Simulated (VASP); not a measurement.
The system is HfB.

```
CELL_PARAMETERS angstrom
3.26683 0.00000 0.00000
-1.63342 2.82916 0.00000
0.00000 0.00000 8.00207
ATOMIC_POSITIONS crystal
Hf 0.00000 0.00000 0.00000
Hf 0.33333 0.66667 0.33333
Hf 0.66667 0.33333 0.66667
B 0.66667 0.33333 0.16667
B 0.00000 0.00000 0.50000
B 0.33333 0.66667 0.83333
```

- Program: VASP 6.6.1
- Task: relaxation of cell and atoms
- Functional: PBE
- Potentials or basis: VASP PAW PBE potentials, release 64 (Hf_pv, B)
- Cutoff: 600 eV
- k mesh: 6 × 6 × 4
- Occupations: gaussian, width 0.1 eV
- Spin: no spin polarisation

At the start: pressure 30.8 GPa; volume 12.33 Å³/atom.

How do energy, volume and symmetry change on relaxing?

Over 7 steps the energy falls by 156.0 meV/atom and the volume is 14.10 Å³/atom (+14.4 %); space group R-3m (No. 166, to 0.05 Å).

Step by step:
| step | energy change (eV) | largest force (eV/Å) | pressure (GPa) | volume (Å³) |
| --- | --- | --- | --- | --- |
| 1 | 0.0000 | 0.0000 | 30.81 | 73.96 |
| 2 | 0.5076 | 0.0000 | -22.49 | 102.34 |
| 3 | -0.9310 | 0.0000 | -1.03 | 85.28 |
| 4 | -0.9326 | 0.0000 | -0.17 | 84.85 |
| 5 | -0.9324 | 0.0000 | 0.30 | 84.62 |
| 6 | -0.9349 | 0.0000 | 0.29 | 84.62 |
| 7 | -0.9359 | 0.0000 | 0.30 | 84.61 |

Final structure:
```
Hf B
1.0
     3.43519    0.00000    0.00000
    -1.71759    2.97496    0.00000
     0.00000    0.00000    8.27895
Hf B
3 3
Direct
  0.00000 0.00000 0.00000
  0.33333 0.66667 0.33333
  0.66667 0.33333 0.66667
  0.66667 0.33333 0.16667
  0.00000 0.00000 0.50000
  0.33333 0.66667 0.83333
```

Caveat: the k points lie up to 0.35 Å⁻¹ apart in the final cell.
